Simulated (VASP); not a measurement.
# Si16N (a cell with a defect) in VASP: single point with PBEsol

Aim: the single point of Si16N (a cell with a defect) with PBEsol.

Program: VASP 6.6.1. These are calculated values, not measurements. Logs are shortened: lines on timing, memory, paths and dates and some standing lists are left out, and cuts for length are marked.

## (1) The cell of the first run

The cell holds a defect, 17 atoms: a = 7.679 Å, b = 7.679 Å, c = 7.679 Å, α = 60.00°, β = 60.00°, γ = 60.00°.

## (2) Single point, PBEsol, collinear spin, ferromagnetic start

INCAR reads:

```
SYSTEM = Si16N
ALGO     = Normal         ! electronic algorithm
EDIFF    = 1E-6           ! SCF threshold, eV
ENCUT    = 520            ! plane-wave cutoff, eV
GGA      = PS             ! functional
ISIF     = 2              ! what is computed and relaxed
ISMEAR   = 0              ! smearing method
ISPIN    = 2              ! spin polarisation
LASPH    = .True.         ! aspherical terms in the spheres
LCHARG   = .False.        ! write CHGCAR
LORBIT   = 11             ! projections on sites
LREAL    = Auto         
LWAVE    = .False.        ! write WAVECAR
MAGMOM   = 0 0 0 0 0 0 0 0 0 0 0 0 0 0 0 0 1 ! initial moments
NBANDS   = 52             ! bands
NELM     = 150            ! most SCF steps
PREC     = Accurate       ! precision mode
SIGMA    = 0.02           ! smearing width, eV
```

KPOINTS reads:

```
k-points
0
Gamma
  2 2 2
  0 0 0
```

POSCAR reads:

```
Si16N
1.0
    0.0000000000      5.4300000000      5.4300000000
    5.4300000000      0.0000000000      5.4300000000
    5.4300000000      5.4300000000      0.0000000000
Si N
16 1
Direct
    0.1021627579      0.0018791734     -0.0557296608
    0.1549314084      0.1469430896      0.1078000826
   -0.0090151467     -0.0036060872      0.4781611705
    0.1033127702      0.1309364090      0.6049262384
   -0.0147824174      0.5164785919      0.0030764264
    0.0769359055      0.6403004805      0.1585178461
   -0.0280791001      0.4958366849      0.5291095281
    0.1165693316      0.6236824707      0.6290428781
    0.5215895554     -0.0144406223      0.0024097440
    0.6305415795      0.0783336196      0.1660392163
    0.4705746979     -0.0173151186      0.5366441184
    0.6173272246      0.1180533274      0.6281952422
    0.4773330916      0.4702173617      0.0428937042
    0.6115572208      0.6131368596      0.1390411515
    0.4907047566      0.4919597792      0.5147300609
    0.5967695278      0.6078297536      0.6665308484
    0.8966249865      0.9131943271      0.1554442948
```

Potentials or basis: VASP PAW PBE potentials, release 64 (Si, N).

Run with:

```console
cat potpaw_PBE.64/Si/POTCAR potpaw_PBE.64/N/POTCAR > POTCAR
mpirun -np 1 vasp_std > vasp.out
```

OUTCAR:

```text
SYSTEM = Si16N
   EDIFF = 1E-6
   ENCUT = 520
   GGA = PS
   ISIF = 2
   ISMEAR = 0
   ISPIN = 2
   LASPH = .True.
   LORBIT = 11
   LREAL = Auto
   NELM = 150
   PREC = Accurate

 ion  position               nearest neighbor table
   1  0.102  0.002  0.944-  17 1.73   4 2.28   2 2.31   6 2.47  11 3.00  10 3.01
   2  0.155  0.147  0.108-   1 2.31   9 2.31   5 2.34   3 2.37
   3  0.991  0.996  0.478-   4 2.34   8 2.35  12 2.35   2 2.37
   4  0.103  0.131  0.605-   1 2.28   7 2.31  11 2.33   3 2.34
   5  0.985  0.516  0.003-   2 2.34   6 2.34   8 2.35  14 2.35
   6  0.077  0.640  0.159-  17 1.84   7 2.33   5 2.34   1 2.47  13 2.52
   7  0.972  0.496  0.529-   4 2.31   6 2.33   8 2.34  16 2.35
   8  0.117  0.624  0.629-   7 2.34   3 2.35  15 2.35   5 2.35
   9  0.522  0.986  0.002-  10 2.31   2 2.31  14 2.35  12 2.35
  10  0.631  0.078  0.166-  17 1.77   9 2.31  11 2.34  13 2.46   1 3.01
  11  0.471  0.983  0.537-   4 2.33  10 2.34  16 2.35  12 2.35   1 3.00
  12  0.617  0.118  0.628-  15 2.35   3 2.35  11 2.35   9 2.35
  13  0.477  0.470  0.043-  14 2.35  16 2.36  10 2.46   6 2.52
  14  0.612  0.613  0.139-   9 2.35  13 2.35   5 2.35  15 2.36
  15  0.491  0.492  0.515-  12 2.35   8 2.35  16 2.35  14 2.36
  16  0.597  0.608  0.667-  15 2.35  11 2.35   7 2.35  13 2.36
  17  0.897  0.913  0.155-   1 1.73  10 1.77   6 1.84

  LATTYP: Found a face centered cubic cell.
 ALAT       =    10.8600000000

  Lattice vectors:

 A1 = (   0.0000000000,   5.4300000000,   5.4300000000)
 A2 = (   5.4300000000,   0.0000000000,   5.4300000000)
 A3 = (   5.4300000000,   5.4300000000,   0.0000000000)

Analysis of symmetry for initial positions (statically):
=====================================================================
 Subroutine PRICEL returns:
 Original cell was already a primitive cell.

 Routine SETGRP: Setting up the symmetry group for a
 face centered cubic supercell.

 Subroutine GETGRP returns: Found  1 space group operations
 (whereof  1 operations were pure point group operations)
 out of a pool of 48 trial point group operations.

The static configuration has the point symmetry C_1 .

Analysis of symmetry for dynamics (positions and initial velocities):
=====================================================================
 Subroutine PRICEL returns:
 Original cell was already a primitive cell.

 Routine SETGRP: Setting up the symmetry group for a
 face centered cubic supercell.

 Subroutine GETGRP returns: Found  1 space group operations
[... 175 lines left out ...]
  ext. energy  EPLUGINS =         0.00000000
  ---------------------------------------------------
  free energy    TOTEN  =       -98.10124348 eV

  energy without entropy =      -98.10119077  energy(sigma->0) =      -98.10121712

 E-fermi :   6.1119     XC(G=0):  -9.6971

 val. band max:        6.0720360716   @ k =   0.0000   0.0000   0.5000
 cond. band min:       6.1518275619   @ k =   0.5000   0.0000   0.0000
 fundamental gap:      0.0797914903
 Fermi energy:         6.1119314094

 spin component 1

 k-point     1 :       0.0000    0.0000    0.0000
  band No.  band energies     occupation
      1     -10.4622      1.00000
      2      -5.7658      1.00000
      3      -4.1238      1.00000
      4      -3.8048      1.00000
      5      -3.7683      1.00000
      6      -3.1792      1.00000
[... 381 lines left out ...]
     45       9.8990      0.00000
     46      10.1218      0.00000
 Fermi energy:         6.1119314094

 spin component 2

 k-point     1 :       0.0000    0.0000    0.0000
  band No.  band energies     occupation
      1     -10.4621      1.00000
      2      -5.7658      1.00000
      3      -4.1238      1.00000
      4      -3.8048      1.00000
      5      -3.7683      1.00000
      6      -3.1792      1.00000
[... 381 lines left out ...]
     45       9.8990      0.00000
     46      10.1218      0.00000
 [bands above 46 left out]

------------------------ aborting loop because EDIFF is reached ----------------------------------------

  FORCE on cell =-STRESS in cart. coord.  units (eV):
  Direction    XX          YY          ZZ          XY          YZ          ZX
  --------------------------------------------------------------------------------------
  -------------------------------------------------------------------------------------
  Total        0.0709362      2.3150478      6.7086033      1.7423717      1.3424126      0.4020633
  in kB        0.3549353     11.5835336     33.5670524      8.7181011      6.7168728      2.0117569
  external PRESSURE =      15.1685071 kB  Pullay stress =       0.0000000 kB

 VOLUME and BASIS-vectors are now :
 -----------------------------------------------------------------------------
  energy-cutoff  :      520.00
  volume of cell :      320.21
      direct lattice vectors                 reciprocal lattice vectors
     0.000000000  5.430000000  5.430000000    -0.092081031  0.092081031  0.092081031
     5.430000000  0.000000000  5.430000000     0.092081031 -0.092081031  0.092081031
     5.430000000  5.430000000  0.000000000     0.092081031  0.092081031 -0.092081031

 POSITION                                       TOTAL-FORCE (eV/Angst)
 -----------------------------------------------------------------------------------
      5.13759      5.68213      0.56495        -0.029880      0.003107      0.033724
      1.38326      1.42663      1.63918        -0.000040     -0.018221     -0.003946
      8.00683      7.97746     10.79147         0.000288     -0.001388      0.001164
      3.99573      3.84574      1.27197         0.024257     -0.001558     -0.002176
      2.82118      5.36644      8.15421        -0.001120      0.000815      0.002327
      4.33758      1.27851      3.89459         0.021069     -0.009400     -0.000330
[... 9 lines left out ...]
      6.91978      6.85972      6.54097         0.000732      0.004415      0.005380
      5.80271      5.71274      9.82732         0.020700     -0.012948     -0.018826
 -----------------------------------------------------------------------------------
    total drift:                                0.001345     -0.005927      0.006192

  FREE ENERGIE OF THE ION-ELECTRON SYSTEM (eV)
  ---------------------------------------------------
  free  energy   TOTEN  =       -98.1012434754 eV

  energy  without entropy=      -98.1011907675  energy(sigma->0) =      -98.10121712

 total charge

# of ion       s       p       d       tot
------------------------------------------
    1        0.767   0.919   0.000   1.686
    2        0.755   0.952   0.000   1.707
    3        0.745   0.937   0.000   1.682
    4        0.755   0.976   0.000   1.731
    5        0.744   0.955   0.000   1.700
    6        0.735   0.891   0.000   1.626
[... 9 lines left out ...]
   16        0.742   0.947   0.000   1.689
   17        1.254   2.562   0.000   3.817
--------------------------------------------------
tot         13.222  17.589   0.000  30.811

 magnetization (x)

# of ion       s       p       d       tot
------------------------------------------
    1       -0.000  -0.000   0.000  -0.000
    2        0.000   0.000   0.000   0.000
    3        0.000  -0.000   0.000  -0.000
    4        0.000   0.000   0.000   0.000
    5        0.000   0.000   0.000   0.000
    6       -0.000  -0.000   0.000  -0.000
[... 9 lines left out ...]
   16        0.000   0.000   0.000   0.000
   17       -0.000   0.000   0.000   0.000
--------------------------------------------------
tot          0.000   0.000   0.000   0.000
```

OSZICAR:

```text
N       E                     dE             d eps       ncg     rms          rms(c)
DAV:   1     0.167677100013E+03    0.16768E+03   -0.26713E+04  1664   0.111E+03
DAV:   2    -0.833973276724E+02   -0.25107E+03   -0.23661E+03  2024   0.171E+02
DAV:   3    -0.101390301063E+03   -0.17993E+02   -0.17656E+02  2100   0.420E+01
DAV:   4    -0.101794064058E+03   -0.40376E+00   -0.40224E+00  2120   0.756E+00
DAV:   5    -0.101802835787E+03   -0.87717E-02   -0.87666E-02  2120   0.106E+00    0.175E+01
DAV:   6    -0.983128316471E+02    0.34900E+01   -0.87225E+00  2528   0.143E+01    0.100E+01
DAV:   7    -0.982681238434E+02    0.44708E-01   -0.51354E+00  1900   0.705E+00    0.493E+00
DAV:   8    -0.981458372598E+02    0.12229E+00   -0.13010E+00  2312   0.439E+00    0.217E+00
DAV:   9    -0.980942891145E+02    0.51548E-01   -0.32785E-01  2156   0.258E+00    0.888E-01
DAV:  10    -0.981017435793E+02   -0.74545E-02   -0.17448E-01  2008   0.126E+00    0.452E-01
DAV:  11    -0.981006695064E+02    0.10741E-02   -0.12560E-02  2044   0.521E-01    0.236E-01
DAV:  12    -0.981013139103E+02   -0.64440E-03   -0.74490E-03  2008   0.266E-01    0.108E-01
DAV:  13    -0.981012097130E+02    0.10420E-03   -0.10464E-03  2440   0.145E-01    0.420E-02
DAV:  14    -0.981012585334E+02   -0.48820E-04   -0.36554E-04  1896   0.631E-02    0.336E-02
DAV:  15    -0.981012399924E+02    0.18541E-04   -0.80214E-05  2368   0.371E-02    0.774E-03
DAV:  16    -0.981012434393E+02   -0.34469E-05   -0.29422E-05  1904   0.193E-02    0.412E-03
DAV:  17    -0.981012434754E+02   -0.36103E-07   -0.37746E-07  1168   0.265E-03
   1 F= -.98101243E+02 E0= -.98101217E+02  d E =-.527079E-04  mag=     0.0000
```

stdout:

```text
POSCAR found type information on POSCAR SiN
 POSCAR found :  2 types and      17 ions
 scaLAPACK will be used
 -----------------------------------------------------------------------------
|                                                                             |
|                                                                             |
|     You enforced a specific xc type in the INCAR file but a different       |
|     I HOPE YOU KNOW WHAT YOU ARE DOING!                                     |
|                                                                             |
 -----------------------------------------------------------------------------

 LDA part: xc-table for (Slater+PW92), standard interpolation
 POSCAR, INCAR and KPOINTS ok, starting setup
 FFT: planning ... GRIDC
 FFT: planning ... GRID_SOFT
 FFT: planning ... GRID
 WAVECAR not read
 entering main loop
```

Run time: 11 min. Hardware: 1 thread of Oxide Virtual Turin-like, shared host; peak memory 0.68 GiB.

Results:

| Item | Value |
| --- | --- |
| Free energy | -98.1012 eV |
| Pressure | 1.5 GPa |
| Largest force | 0.045 eV/Å |
| Net moment | 0.00 μB per cell |
| Valence electrons inside the program's atomic spheres | Si 1.69, 1.71, 1.68, 1.73, 1.70, 1.63, 1.66, 1.64 (each value once); N 3.82 |

Forces in eV/Å, atoms in the order of the input:
```
Si  -0.030  0.003  0.034
Si   0.000 -0.018 -0.004
Si   0.000 -0.001  0.001
Si   0.024 -0.002 -0.002
Si  -0.001  0.001  0.002
Si   0.021 -0.009  0.000
Si  -0.009  0.004 -0.007
Si   0.001  0.001 -0.005
Si   0.001  0.010  0.009
Si  -0.015  0.005  0.000
Si  -0.004  0.003  0.000
Si  -0.002  0.007 -0.003
Si  -0.006  0.009 -0.009
Si  -0.001 -0.002 -0.001
Si   0.000 -0.002  0.000
Si   0.001  0.004  0.005
N    0.021 -0.013 -0.019
```

Stress tensor (GPa, compression positive):
```
0.04 0.87 0.20
0.87 1.16 0.67
0.20 0.67 3.36
```

Caveat: the k points lie up to 0.50 Å⁻¹ apart; the PAW data sets were made with another functional, which shifts forces and pressure a little.
